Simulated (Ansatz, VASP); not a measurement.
# AlGa3N4 in VASP and in Ansatz

File INCAR:

```
SYSTEM = AlGa3N4
PREC = Accurate ; ENCUT = 520
EDIFF = 1E-6 ; ISMEAR = 0
SIGMA = 0.05 ; LREAL = .FALSE.
LASPH = .TRUE. ; NELM = 60
ALGO = Normal ; ISIF = 2
LWAVE = .FALSE. ; LCHARG = .FALSE.
GGA = PS ; NBANDS = 41
```

KPOINTS

```
regular mesh
0
G
  6 8 6
  0 0 0
```

The input POSCAR:

```
AlGa3N4
1.0
    5.1423511994      0.0000000000      0.0001178576
    0.0000000000      3.1649848006      0.0000000000
   -0.0035856898      0.0000000000      5.3141393136
Al Ga N
1 3 4
Direct
    0.0006034227      0.5000000000      0.6673576245
    0.4991167030      0.5000000000      0.3349195796
    0.4990273845      0.0000000000      0.8315570005
    0.9998617813      0.0000000000      0.1661805284
    0.1196687538      0.5000000000      0.3400974154
    0.1176459792      0.0000000000      0.8263760592
    0.6204436392      0.0000000000      0.1662162869
    0.6312323464      0.5000000000      0.6672965055
```

Input for Ansatz:

```yaml
crystal:
  lattice:
    - [5.1423511994, 0.0, 0.0001178576]
    - [0.0, 3.1649848006, 0.0]
    - [-0.0035856898, 0.0, 5.3141393136]
  atoms:
    - { symbol: Al, position: [0.0006034227, 0.5, 0.6673576245] }
    - { symbol: Ga, position: [0.499116703, 0.5, 0.3349195796] }
    - { symbol: Ga, position: [0.4990273845, 0.0, 0.8315570005] }
    - { symbol: Ga, position: [0.9998617813, 0.0, 0.1661805284] }
    - { symbol: "N", position: [0.1196687538, 0.5, 0.3400974154] }
    - { symbol: "N", position: [0.1176459792, 0.0, 0.8263760592] }
    - { symbol: "N", position: [0.6204436392, 0.0, 0.1662162869] }
    - { symbol: "N", position: [0.6312323464, 0.5, 0.6672965055] }
basis:
  ecutwfc: 420
kpoints:
  mp_grid: { grid: [6, 8, 6] }
hamiltonian:
  xc: pbesol
scf:
  occupations: { method: gaussian, width: 0.05 }
output:
  forces: true
  stress: true
  eigenvalues: true
  write_density: true
  write_potential: true
  elf: true
  volumetric_format: npy
```

Change from the starting cell: strain +0.000 along x and y, -0.030 along z, atoms carried along.

Alike in both runs: task single point; functional PBEsol; k mesh 6 × 8 × 6; occupations gaussian, width 0.05 eV; no spin polarisation.

|  | VASP | Ansatz |
| --- | --- | --- |
| version | VASP 6.6.1 | Ansatz 0.2.0 |
| potentials or method | VASP PAW PBE potentials, release 64 (Al, Ga_d, N), cutoff 520 eV | scalar-relativistic, plane waves, PAW |
| valence electrons in the cell | 62 | 62 |

|  | VASP | Ansatz | Ansatz less VASP |
| --- | --- | --- | --- |
| gap on the k mesh at the Fermi level (eV) | 2.50 | 2.48 | -0.019 |
| least direct gap on the mesh (eV) | 2.50 | 2.48 | -0.019 |
| pressure (GPa) | 6.3 | 6.4 | +0.16 |
| traceless stress, the component that is largest in VASP (GPa) | 7.47 | 7.47 | +0.001 |
| rms of the force components (eV/Å) | 0.228 | 0.230 | +0.0021 |

VASP's potentials were made for PBE, not for PBEsol. Atom by atom the forces differ by 0.007 eV/Å (rms over components). With one functional, cell and mesh, what is left measures potentials, basis and numerics.
